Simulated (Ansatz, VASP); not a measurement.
GdO in VASP and in Ansatz

INCAR

```
ALGO = Normal
EDIFF = 1E-7
ENCUT = 520
GGA = PE
ISIF = 2
ISMEAR = -1
ISPIN = 2
LASPH = True
LCHARG = False
LMAXMIX = 6
LORBIT = 11
LREAL = False
LWAVE = False
MAGMOM = 7 0
NBANDS = 23
NELM = 150
PREC = Accurate
SIGMA = 0.05
```

Contents of KPOINTS:

```
k-points
0
Gamma
  9 9 9
```

Contents of POSCAR:

```
GdO
1.0
    0.0000000000      2.7355303903      2.7355303903
    2.7355303903      0.0000000000      2.7355303903
    2.7355303903      2.7355303903      0.0000000000
Gd O
1 1
Direct
    0.0000000000      0.0000000000      0.0000000000
    0.7500000000      0.7500000000      0.7500000000
```

Contents of input.yaml:

```yaml
crystal:
  lattice:
    - [0.0, 2.7355303903, 2.7355303903]
    - [2.7355303903, 0.0, 2.7355303903]
    - [2.7355303903, 2.7355303903, 0.0]
  atoms:
    - { symbol: Gd, position: [0.0, 0.0, 0.0], spin: 7.0 }
    - { symbol: O, position: [0.75, 0.75, 0.75] }
hamiltonian:
  xc: pbe
  pseudopotentials: { kind: paw }
magnetization:
  spin_polarized: true
kpoints:
  mp_grid: { grid: [9, 9, 9] }
scf:
  occupations: { method: fermi_dirac, width: 0.05 }
output:
  forces: true
  stress: true
  eigenvalues: true
  write_density: true
  write_potential: true
  elf: true
  volumetric_format: npy
```

Alike in both runs: task single point; functional PBE; k mesh 9 × 9 × 9; occupations fermi-dirac, width 0.05 eV; collinear spin.

|  | VASP | Ansatz |
| --- | --- | --- |
| version | VASP 6.6.1 | Ansatz 0.2.0 |
| potentials or method | VASP PAW PBE potentials, release 64 (Gd, O) | Ansatz PAW |
| plane-wave cutoff (eV) | 520 | 420 |
| valence electrons in the cell | 24 | 24 |

Ansatz gave:

```
gap on the k mesh at the Fermi level (eV)                     : none
pressure (GPa)                                                : -4.0
net moment per atom (μB)                                      : 3.77
size of the moment on the site where the two differ most (μB) : 6.83
```

Q: Estimate VASP's values.

A: gap on the k mesh at the Fermi level (eV): none; pressure (GPa): -3.9; net moment per atom (μB): 3.78; size of the moment on the site where the two differ most (μB): 6.86.

Site moments also hang on the region over which each program counts them. A gap of «none» marks a metal or a gap that the smearing closes.

Spin-orbit coupling is off throughout.
